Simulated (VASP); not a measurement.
Set up this calculation in VASP 6.6.1, as the native input.

| Item | Value |
| --- | --- |
| Task | single point |
| Functional | PBE |
| Potentials or basis | VASP PAW PBE potentials, release 64 (Si, C) |
| Cutoff | 520 eV |
| k mesh | 12 × 12 × 6 |
| Occupations | gaussian, width 0.05 eV |
| Spin | no spin polarisation |
| Dipole correction | no |
| Further INCAR settings | ALGO = Normal; EDIFF = 1e-06; NBANDS = 16 |

The structure of SiC lies in POSCAR:

```
SiC
1.0
    2.9680957510      0.0000000000      0.0000000000
   -1.4840478755      2.5704463213      0.0000000000
    0.0000000000      0.0000000000      5.4799428716
Si C
2 2
Direct
    0.3333333333      0.6666666667      0.0045635313
    0.6666666667      0.3333333333      0.5045635313
    0.3333333333      0.6666666667      0.3804364687
    0.6666666667      0.3333333333      0.8804364687
```

This cell differs from its parent crystal: strain -0.040 along x and y, +0.080 along z.

The input as run:

INCAR

```
PREC = Accurate
ENCUT = 520
EDIFF = 1E-6
ISMEAR = 0
SIGMA = 0.05
LREAL = F
LASPH = T
NELM = 60
ALGO = Normal
ISIF = 2
LWAVE = F
LCHARG = F
GGA = PE
NBANDS = 16
```

KPOINTS

```
Automatic mesh
0
Gamma
  12 12 6
```

Potentials or basis: VASP PAW PBE potentials, release 64 (Si, C).

The run is started by

```sh
$ cat potpaw_PBE.64/Si/POTCAR potpaw_PBE.64/C/POTCAR > POTCAR
$ mpirun -np 1 vasp_std > vasp.out
```

It gave:

```
Pressure               : 5.2 GPa
Largest force          : 0.500 eV/Å
Band gap on the k mesh : 1.83 eV (least direct gap 3.24 eV)
```

Caveat: the cell differs from its parent crystal (strain -0.040 along x and y, +0.080 along z); the cell stands under pressure.

It took 50 s on 1 thread of Intel Xeon 8259CL, on a shared host, peak memory 0.18 GiB.
